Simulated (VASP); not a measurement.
# As in VASP: further runs, part 3 of 3

VASP 6.6.1. Earlier steps stand in the parts before.

## (4) Single point, PBE

This run uses another cell than the first one, of 23.78 Å³/atom, 1.039 times its volume.

File INCAR:

```
SYSTEM = As
PREC = Accurate
ENCUT = 520
EDIFF = 1E-6
ISMEAR = -1
SIGMA = 0.05
LREAL = .False.
LASPH = .True.
NELM = 100
ALGO = Normal
ISIF = 2
LWAVE = .False.
LCHARG = .True.
GGA = PE
LELF = .True.
LVHAR = .True.
NBANDS = 18
```

File KPOINTS:

```
Automatic mesh
0
Gamma
  8 8 6
  0 0 0
```

File POSCAR:

```
As
1.0
    1.8607934009     -5.6078705233      0.0000000000
    1.8607934009      5.6078705233      0.0000000000
    0.0000000000      0.0000000000      4.5576693162
As
4
Direct
    0.3900000000      0.6100000000      0.5600000000
    0.8900000000      0.1100000000      0.9400000000
    0.6100000000      0.3900000000      0.4400000000
    0.1100000000      0.8900000000      0.0600000000
```

Potentials or basis: VASP PAW PBE potentials, release 64 (As).

On the command line:

```sh
cat potpaw_PBE.64/As/POTCAR > POTCAR
mpirun -np 1 vasp_std > vasp.out
```

OUTCAR:

```text
SYSTEM = As
   PREC = Accurate
   ENCUT = 520
   EDIFF = 1E-6
   ISMEAR = -1
   LREAL = .False.
   LASPH = .True.
   NELM = 100
   ISIF = 2
   GGA = PE

 ion  position               nearest neighbor table
   1  0.390  0.610  0.560-   3 2.53   2 2.54   2 2.54
   2  0.890  0.110  0.940-   4 2.53   1 2.54   1 2.54
   3  0.610  0.390  0.440-   1 2.53   4 2.54   4 2.54
   4  0.110  0.890  0.060-   2 2.53   3 2.54   3 2.54

  LATTYP: Found a base centered orthorhombic cell.
 ALAT       =     3.7215868018
 B/A-ratio  =     3.0136986302
 C/A-ratio  =     1.2246575343

  Lattice vectors:

 A1 = (   1.8607934009,  -5.6078705233,   0.0000000000)
 A2 = (   1.8607934009,   5.6078705233,   0.0000000000)
 A3 = (   0.0000000000,   0.0000000000,   4.5576693162)

Analysis of symmetry for initial positions (statically):
=====================================================================
 Subroutine PRICEL returns:
 Original cell was already a primitive cell.

 Routine SETGRP: Setting up the symmetry group for a
 base centered orthorhombic supercell.

 Subroutine GETGRP returns: Found  8 space group operations
 (whereof  4 operations were pure point group operations)
 out of a pool of  8 trial point group operations.

The static configuration has the point symmetry C_2h.
 The point group associated with its full space group is D_2h.

Analysis of symmetry for dynamics (positions and initial velocities):
=====================================================================
 Subroutine PRICEL returns:
 Original cell was already a primitive cell.

 Routine SETGRP: Setting up the symmetry group for a
 base centered orthorhombic supercell.

 Subroutine GETGRP returns: Found  8 space group operations
 (whereof  4 operations were pure point group operations)
 out of a pool of  8 trial point group operations.

The dynamic configuration has the point symmetry C_2h.
[... 122 lines left out ...]
   IMIX   =      4    mixing-type and parameters
     AMIX     =   0.40;   BMIX     =  1.00
     AMIX_MAG =   1.60;   BMIX_MAG =  1.00
  volume/ion in A,a.u.               =      23.78       160.47
  Fermi-wavevector in a.u.,A,eV,Ry     =   0.973483  1.839617 12.893830  0.947670
  Thomas-Fermi vector in A             =   2.103866
   LORBIT       =      0    0 simple, 1 ext, 2 COOP (PROOUT), +10 PAW based schemes
   GGA     = PE    functional components
   LHFCALC =     F    Hartree Fock is set to
   AEXX    =    0.0000 exact exchange contribution
   IVDW    =     0    specifies the selected vdW correction
   LEPSILON=     F    determine dielectric tensor
   LRPA    =     F    only Hartree local field effects (RPA)
 non-spin polarized calculation
  energy-cutoff  :      520.00
  volume of cell :       95.12
 maximum number of plane-waves:      2590
 NGX is ok and might be reduce to    48
   NGX = 21   NGY = 21   NGZ = 17

 number of electron      19.9999998 magnetization

 Free energy of the ion-electron system (eV)
  ---------------------------------------------------
  ext. energy  EPLUGINS =         0.00000000
  ---------------------------------------------------
  free energy    TOTEN  =       -18.58789756 eV

  energy without entropy =      -18.58622027  energy(sigma->0) =      -18.58705892

 E-fermi :   4.2203     XC(G=0):  -9.5014

 val. band max:        4.1546686818   @ k =   0.5000   0.5000   0.3333
 cond. band min:       4.2754849505   @ k =   0.5000   0.5000   0.0000
 fundamental gap:      0.1208162687
 Fermi energy:         4.2202751969

 k-point     1 :       0.0000    0.0000    0.0000
  band No.  band energies     occupation
      1     -10.0631      2.00000
      2      -7.5094      2.00000
      3      -5.0857      2.00000
      4      -2.0327      2.00000
      5      -1.4252      2.00000
      6       0.2220      2.00000
[... 481 lines left out ...]
      5      -0.6563      2.00000
      6      -0.2045      2.00000
[... 10 lines left out ...]
     17      10.4482      0.00000
     18      11.5885      0.00000

 [... further k-points ...]

------------------------ aborting loop because EDIFF is reached ----------------------------------------

  FORCE on cell =-STRESS in cart. coord.  units (eV):
  Direction    XX          YY          ZZ          XY          YZ          ZX
  --------------------------------------------------------------------------------------
  -------------------------------------------------------------------------------------
  Total       -0.0676724     -0.4272153     -0.6910979      0.0000000     -0.0000000      0.0000000
  in kB       -1.1398642     -7.1959547    -11.6407576      0.0000000     -0.0000000      0.0000000
  external PRESSURE =      -6.6588588 kB  Pullay stress =       0.0000000 kB

 VOLUME and BASIS-vectors are now :
 -----------------------------------------------------------------------------
  energy-cutoff  :      520.00
  volume of cell :       95.12
      direct lattice vectors                 reciprocal lattice vectors
     1.860793401 -5.607870523  0.000000000     0.268702587 -0.089160404  0.000000000
     1.860793401  5.607870523  0.000000000     0.268702587  0.089160404  0.000000000
     0.000000000  0.000000000  4.557669316     0.000000000  0.000000000  0.219410390

 POSITION                                       TOTAL-FORCE (eV/Angst)
 -----------------------------------------------------------------------------------
      1.86079      1.23373      2.55229         0.000000     -0.178610      0.289437
      1.86079     -4.37414      4.28421         0.000000     -0.178610     -0.289437
      1.86079     -1.23373      2.00537         0.000000      0.178610     -0.289437
      1.86079      4.37414      0.27346         0.000000      0.178610      0.289437
 -----------------------------------------------------------------------------------
    total drift:                               -0.000000      0.000000     -0.000000

  FREE ENERGIE OF THE ION-ELECTRON SYSTEM (eV)
  ---------------------------------------------------
  free  energy   TOTEN  =       -18.5878975588 eV

  energy  without entropy=      -18.5862202720  energy(sigma->0) =      -18.58705892
```

OSZICAR:

```text
N       E                     dE             d eps       ncg     rms          rms(c)
DAV:   1     0.655395811133E+02    0.65540E+02   -0.77910E+03  3024   0.917E+02
DAV:   2    -0.139964238542E+02   -0.79536E+02   -0.76754E+02  4178   0.139E+02
DAV:   3    -0.185967426157E+02   -0.46003E+01   -0.45614E+01  3740   0.348E+01
DAV:   4    -0.186328379700E+02   -0.36095E-01   -0.36074E-01  3598   0.347E+00
DAV:   5    -0.186330087711E+02   -0.17080E-03   -0.17079E-03  3510   0.259E-01    0.438E+00
DAV:   6    -0.186040355636E+02    0.28973E-01   -0.12721E-02  3396   0.665E-01    0.262E+00
DAV:   7    -0.185875769012E+02    0.16459E-01   -0.29740E-02  3190   0.102E+00    0.131E-01
DAV:   8    -0.185877820945E+02   -0.20519E-03   -0.80965E-04  3312   0.157E-01    0.549E-02
DAV:   9    -0.185879006256E+02   -0.11853E-03   -0.20192E-04  3492   0.819E-02    0.171E-02
DAV:  10    -0.185878976159E+02    0.30098E-05   -0.93730E-06  3368   0.175E-02    0.658E-03
DAV:  11    -0.185878975588E+02    0.57033E-07   -0.26556E-06  3240   0.892E-03
   1 F= -.18587898E+02 E0= -.18587059E+02  d E =-.167729E-02
```

stdout:

```text
POSCAR found type information on POSCAR As
 POSCAR found :  1 types and       4 ions
 scaLAPACK will be used
 LDA part: xc-table for (Slater+PW92), standard interpolation
 POSCAR, INCAR and KPOINTS ok, starting setup
 FFT: planning ... GRIDC
 FFT: planning ... GRID_SOFT
 FFT: planning ... GRID
 WAVECAR not read
 entering main loop
```

It took 98 s on 1 thread of Intel Xeon Platinum 8488C (Sapphire Rapids), shared host; peak memory 0.32 GiB.

Results:

```
Free energy            : -18.5879 eV
Pressure               : -0.7 GPa
Largest force          : 0.340 eV/Å
Band gap on the k mesh : 0.12 eV, indirect (least direct gap 0.23 eV)
```

Forces in eV/Å, atoms in the order of the input:
```
As   0.000 -0.179  0.289
As   0.000 -0.179 -0.289
As   0.000  0.179 -0.289
As   0.000  0.179  0.289
```

Stress tensor (GPa, compression positive):
```
-0.11  0.00  0.00
 0.00 -0.72  0.00
 0.00  0.00 -1.16
```

Levels at points of the mesh, in eV from the valence-band top:
| k point | band 6 | band 7 | band 8 | band 9 | band 10 | band 11 | band 12 | band 13 | band 14 | band 15 |
| --- | --- | --- | --- | --- | --- | --- | --- | --- | --- | --- |
| (0.00, 0.00, 0.00) | -3.93 | -2.76 | -2.00 | -1.67 | -0.91 | 2.04 | 2.16 | 2.55 | 3.30 | 4.64 |
| (0.50, 0.00, 0.00) | -3.48 | -2.33 | -2.33 | -2.13 | -2.13 | 0.97 | 0.97 | 1.14 | 1.14 | 3.17 |
| (0.50, 0.50, 0.00) | -4.10 | -3.09 | -1.48 | -1.12 | -0.18 | 0.12 | 2.16 | 2.36 | 2.96 | 4.66 |
| (0.00, 0.00, 0.50) | -3.95 | -1.78 | -1.78 | -0.53 | -0.53 | 1.00 | 1.00 | 2.12 | 2.12 | 4.79 |
| (0.50, 0.00, 0.50) | -5.06 | -4.25 | -4.25 | -1.65 | -1.65 | 2.08 | 2.08 | 4.46 | 4.46 | 6.10 |
| (0.50, 0.50, 0.50) | -1.89 | -1.78 | -1.78 | -0.97 | -0.97 | 1.55 | 1.55 | 1.67 | 1.67 | 2.58 |

A k mesh can miss the band edges.

## (5) Single point, PBE (atoms moved at random)

File INCAR:

```
SYSTEM = As
PREC     = Accurate       ! precision mode
ENCUT    = 520            ! plane-wave cutoff, eV
EDIFF    = 1E-6           ! SCF threshold, eV
ISMEAR   = -1             ! smearing method
SIGMA    = 0.05           ! smearing width, eV
LREAL    = .False.        ! projectors in reciprocal space
LASPH    = .True.         ! aspherical terms in the spheres
NELM     = 100            ! most SCF steps
ALGO     = Normal         ! electronic algorithm
ISIF     = 2              ! what is computed and relaxed
LWAVE    = .False.        ! write WAVECAR
LCHARG   = .True.         ! write CHGCAR
GGA      = PE             ! functional
LELF     = .True.         ! ELF
LVHAR    = .True.       
NBANDS   = 18             ! bands
```

KPOINTS is that of step 4.

File POSCAR:

```
As
1.0
    1.8250000000     -5.5000000000      0.0000000000
    1.8250000000      5.5000000000      0.0000000000
    0.0000000000      0.0000000000      4.4700000000
As
4
Direct
    0.3753660000      0.6033550000      0.5586570000
    0.8865400000      0.1052810000      0.9396570000
    0.6182930000      0.3925030000      0.4395750000
    0.1142740000      0.8924760000      0.0569400000
```

On the command line:

```sh
cat potpaw_PBE.64/As/POTCAR > POTCAR
mpirun -np 1 vasp_std > vasp.out
```

Wall time 3.6 min (1 thread of Intel Xeon Platinum 8488C (Sapphire Rapids), shared host); peak memory 0.42 GiB.

It converged, with:

```yaml
Free_energy: -18.5364 eV
Pressure: 2.4 GPa
Largest_force: 0.364 eV/Å
Band_gap_on_the_k_mesh: zero (filled and empty bands overlap)
```

Forces on the atoms (eV/Å):
```
As   0.198 -0.305  0.027
As  -0.107  0.180  0.000
As  -0.090  0.308 -0.098
As  -0.002 -0.183  0.070
```

Stress tensor (GPa, compression positive):
```
 3.75  0.45 -0.50
 0.45  1.49  0.09
-0.50  0.09  1.82
```

Levels at points of the mesh, in eV from the Fermi level:
```tsv
k point	band 8	band 9	band 10	band 11	band 12	band 13
(0.00, 0.00, 0.00)	-2.23	-1.85	-1.02	1.93	2.17	2.61
(0.50, 0.00, 0.00)	-2.44	-2.31	-2.18	0.82	0.86	1.00
(0.00, 0.50, 0.00)	-2.44	-2.37	-2.19	0.78	0.83	1.08
(0.50, 0.50, 0.00)	-1.66	-1.20	-0.43	0.19	2.10	2.47
(0.00, 0.00, 0.50)	-1.82	-0.51	-0.41	1.03	1.05	2.01
(0.50, 0.00, 0.50)	-4.52	-1.81	-1.71	1.72	2.01	4.69
(0.00, 0.50, 0.50)	-4.54	-1.85	-1.73	1.96	2.06	4.66
(0.50, 0.50, 0.50)	-1.77	-0.99	-0.94	1.32	1.56	1.71
```

Caveat: the cell differs from its parent crystal (atoms moved at random).

## (6) The runs side by side

```csv
cell,gap on the mesh (eV),pressure (GPa),largest force (eV/Å)
"a = 5.833, b = 5.833, c = 4.500 Å, angles 90.0, 90.0, 143.3°, 4 atoms",0.10,1.9,0.11
"a = 5.871, b = 5.871, c = 4.529 Å, angles 90.0, 90.0, 143.3°, 4 atoms",0.13,0.5,0.21
"a = 5.909, b = 5.909, c = 4.558 Å, angles 90.0, 90.0, 143.3°, 4 atoms",0.12,-0.7,0.34
"a = 5.795, b = 5.795, c = 4.470 Å, angles 90.0, 90.0, 143.3°, 4 atoms",none,2.4,0.36
```

Alike in all rows: task single point; level PBE; potentials or basis VASP PAW PBE potentials, release 64 (As); no spin polarisation; k mesh 8 × 8 × 6; cutoff (eV) 520; smearing fermi-dirac 0.05 eV.

Total energies depend on the potentials used, so only differences within one code and one set of settings carry meaning.
